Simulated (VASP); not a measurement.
Runs of VASP 6.6.1 on BaSiGe. The structure is that of space group P4/nmm (No. 129), or close to it. The cells are those of the table. 

```csv
cell,k mesh,gap on the mesh (eV),largest force (eV/Å),work function (eV)
"a = 4.431, b = 4.431, c = 23.000 Å, 6 atoms",4 × 4 × 1,none,(a),-
"a = 4.657, b = 4.657, c = 40.049 Å, 6 atoms",8 × 8 × 1,none,0.02,2.67
"a = 4.636, b = 4.636, c = 40.049 Å, 6 atoms",4 × 4 × 1,none,0.02,2.64
"a = 4.636, b = 4.636, c = 40.049 Å, 6 atoms",8 × 8 × 1,none,0.19,-
```

Alike in all rows: task single point; level PBE+D3(BJ); potentials or basis VASP PAW PBE potentials, release 64 (Ba_sv, Si, Ge_d); no spin polarisation; cutoff (eV) 520; smearing gaussian 0.1 eV.

Estimate the missing entries.

(a) 1.59.

Caveats: spin-orbit coupling is left out, which moves the levels of the heavy elements.

A k mesh can miss the band edges, and the runs leave out spin-orbit coupling on Ba, Ge.

A gap of «none» marks levels without a gap at the run's occupations.
